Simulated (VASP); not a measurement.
Input of a VASP 6.6.1 run:

File INCAR:

```
SYSTEM = SrO
ALGO = Normal
EDIFF = 1E-6
ENCUT = 520
GGA = CA
ISIF = 2
ISMEAR = -1
LASPH = .TRUE.
LCHARG = .TRUE.
LELF = .TRUE.
LREAL = .FALSE.
LVHAR = .TRUE.
LWAVE = .FALSE.
NBANDS = 15
NELM = 80
PREC = Accurate
SIGMA = 0.02
```

The input KPOINTS:

```
k-points
0
G
  8 8 8
  0 0 0
```

POSCAR

```
SrO
1.0
    0.0000000000      2.5698000000      2.5441020000
    2.5698000000      0.0000000000      2.5441020000
    2.5698000000      2.5698000000      0.0000000000
Sr O
1 1
Direct
    0.0000000000      0.0000000000      0.0000000000
    0.5000000000      0.5000000000      0.5000000000
```

Potentials or basis: VASP PAW LDA potentials, release 64 (Sr_sv, O).

The run is started by

```bash
$ cat potpaw_LDA.64/Sr_sv/POTCAR potpaw_LDA.64/O/POTCAR > POTCAR
$ mpirun -np 1 vasp_std > vasp.out
```

Q: Estimate the band gap on the k mesh.

A: 3.04 eV (least direct gap 3.15 eV).

Q: What does it give for the pressure?

A: -2.6 GPa.

Stress tensor (GPa, compression positive):
```
-3.03  0.00  0.00
 0.00 -3.03  0.00
 0.00  0.00 -1.63
```

Caveat: the cell differs from its parent crystal (zz strain of -1 %). A k mesh can miss the band edges.
